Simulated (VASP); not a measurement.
**CuI: single point with PBE+D4**

Crystal: CuI.

```xyz
2
Lattice="0.0000 2.9850 2.9850 2.9850 0.0000 2.9850 2.9850 2.9850 0.0000" Properties=species:S:1:pos:R:3 pbc="T T T"
I     0.0000    0.0000    0.0000
Cu    4.4774    4.4774    4.4774
```

| Quantity | Value |
| --- | --- |
| Program | VASP 6.6.1 |
| Task | single point |
| Functional | PBE |
| Dispersion | D4 |
| Potentials or basis | VASP PAW PBE potentials, release 64 (I, Cu) |
| Cutoff | 520 eV |
| k mesh | 8 × 8 × 8 |
| Occupations | fermi-dirac, width 0.05 eV |
| Spin | no spin polarisation |

- Pressure: 0.0 GPa
- Band gap on the k mesh: 1.27 eV
- Dispersion energy per atom: -0.384 eV

Levels at points of the mesh, in eV from the valence-band top:
```
           k point  band 7  band 8  band 9  band 10  band 11  band 12
(0.00, 0.00, 0.00)    0.00    0.00    0.00     1.27     4.82     4.82
(0.50, 0.00, 0.00)   -1.97   -0.78   -0.78     2.20     5.37     5.37
(0.50, 0.50, 0.00)   -1.96   -1.66   -1.66     2.62     2.88     9.52
```

Wall time 20 s on 1 thread of AMD EPYC 7R13 Processor (Zen 3), with other jobs on the host, peak memory 0.15 GiB.

Caveat: spin-orbit coupling is left out, which moves the levels of the heavy elements. As with any semilocal functional, this PBE gap is likely too small.
